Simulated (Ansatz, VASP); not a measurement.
**Two plane-wave programs on As3Au**

INCAR

```
SYSTEM = As3Au
PREC = Accurate
ENCUT = 520
EDIFF = 1E-6
ISMEAR = 0
SIGMA = 0.1
LREAL = .FALSE.
LASPH = .TRUE.
NELM = 60
ALGO = Normal
ISIF = 2
LWAVE = .FALSE.
LCHARG = .FALSE.
GGA = PE
NBANDS = 21
```

Contents of KPOINTS:

```
regular mesh
0
G
  4 4 4
  0 0 0
```

The input POSCAR:

```
As3Au
1.0
    4.2905496314      0.0000000000      0.0000000000
    0.0000000000      4.2905496314      0.0000000000
    0.0000000000      0.0000000000      4.2905496314
As Au
3 1
Direct
    0.0000000000      0.5000000000      0.5000000000
    0.5000000000      0.0000000000      0.5000000000
    0.5000000000      0.5000000000      0.0000000000
    0.0000000000      0.0000000000      0.0000000000
```

Input for Ansatz:

```yaml
crystal:
  lattice:
    - [4.2905496314, 0.0, 0.0]
    - [0.0, 4.2905496314, 0.0]
    - [0.0, 0.0, 4.2905496314]
  atoms:
    - { symbol: As, position: [0.0, 0.5, 0.5] }
    - { symbol: As, position: [0.5, 0.0, 0.5] }
    - { symbol: As, position: [0.5, 0.5, 0.0] }
    - { symbol: Au, position: [0.0, 0.0, 0.0] }
basis:
  ecutwfc: 420
kpoints:
  mp_grid: { grid: [4, 4, 4] }
hamiltonian:
  xc: pbe
scf:
  occupations: { method: gaussian, width: 0.1 }
  lower_state_search: "off"
output:
  forces: true
  stress: true
  eigenvalues: true
```

Alike in both runs: task single point; functional PBE; k mesh 4 × 4 × 4; occupations gaussian, width 0.1 eV; no spin polarisation.

```csv
,VASP,Ansatz
version,VASP 6.6.1,Ansatz 0.2.0
potentials or method,"VASP PAW PBE potentials, release 64 (As, Au), cutoff 520 eV","scalar-relativistic, plane waves, PAW"
valence electrons in the cell,26,64
```

```csv
,VASP,Ansatz,Ansatz less VASP
gap on the k mesh at the Fermi level (eV),none,none,-
pressure (GPa),-1.0,-1.0,0.00
```

A gap of «none» marks a metal or a gap that the smearing closes. VASP's potentials hold 26 valence electrons a cell and Ansatz's 64, so a difference there can come from the potentials and not from the codes.

The k mesh is coarse, so the values compare programs but aren't converged. Neither program's run includes spin-orbit coupling.
